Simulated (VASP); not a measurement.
Input of a VASP 6.6.1 run:

The input POSCAR:

```
Te
1.0
    4.4712577270      0.0000000000      0.0000000000
   -2.2356288635      3.8722227785      0.0000000000
    0.0000000000      0.0000000000      5.9487470213
Te
3
Direct
    0.2641920653      0.0000000000      0.3333333333
    0.0000000000      0.2641920653      0.6666666667
    0.7358079347      0.7358079347      0.0000000000
```

The input INCAR.step1:

```
SYSTEM = Te
  ALGO = Normal
  EDIFF = 1E-4
  ENCUT = 520
  GGA = PE
  ISMEAR = 1
  LASPH = .True.
  LCHARG = .False.
  LREAL = .False.
  LWAVE = .True.
  NBANDS = 16
  NELM = 60
  PREC = Accurate
  SIGMA = 0.2
```

INCAR.step2

```
SYSTEM = Te
  ALGO = Normal
  EDIFF = 1E-7
  ENCUT = 520
  ISIF = 2
  ISMEAR = 1
  ISTART = 1
  LASPH = .True.
  LCHARG = .False.
  LMIXTAU = .True.
  LREAL = .False.
  LWAVE = .False.
  METAGGA = R2SCAN
  NBANDS = 16
  NELM = 60
  PREC = Accurate
  SIGMA = 0.2
```

File KPOINTS:

```
k-points
0
Gamma
  6 6 4
  0 0 0
```

Potentials or basis: VASP PAW PBE potentials, release 64 (Te).

Launch:

```bash
$ cat potpaw_PBE.64/Te/POTCAR > POTCAR
$ cp INCAR.step1 INCAR
$ mpirun -np 1 vasp_std > vasp.out
$ cp INCAR.step2 INCAR
$ mpirun -np 1 vasp_std > vasp.out
```

(1) Predict the pressure.

(2) Predict the band gap on the k mesh.

Answers

(1) 0.9 GPa.

(2) 0.33 eV.

Caveat: the PAW data sets were made with another functional, which shifts forces and pressure a little; spin-orbit coupling is left out, which moves the levels of the heavy elements.
